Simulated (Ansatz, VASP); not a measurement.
# One calculation of Ta2H3, two programs

```
Ta H
1.0
     3.86969    0.00000    0.00000
     0.00000    3.86969    0.00000
     0.00000    0.00000    3.37217
Ta H
2 3
Direct
  0.00000 0.00000 0.50000
  0.50000 0.50000 0.50000
  0.00000 0.50000 0.00000
  0.50000 0.00000 0.00000
  0.50000 0.50000 0.00000
```

Alike in both runs: functional PBE; k mesh 4 × 4 × 6; occupations gaussian, width 0.1 eV; no spin polarisation.

Ansatz relaxed the structure, and its values are those at the end. VASP's run is a single point on that final structure, the one shown.

```csv
,VASP,Ansatz
version,VASP 6.6.1,Ansatz 0.2.0
potentials or method,"VASP PAW PBE potentials, release 64 (Ta_pv, H), cutoff 520 eV","scalar-relativistic, plane waves, PAW"
valence electrons in the cell,25,29
```

```csv
,VASP,Ansatz,Ansatz less VASP
gap on the k mesh at the Fermi level (eV),none,none,-
pressure (GPa),0.1,0.0,-0.10
```

A gap of «none» marks a metal or a gap that the smearing closes. With one functional, cell and mesh, what is left measures potentials, basis and numerics. VASP's potentials hold 25 valence electrons a cell and Ansatz's 29, so a difference there can come from the potentials and not from the codes.

The k mesh is coarse, so the values compare programs but aren't converged. Spin-orbit coupling is off throughout.
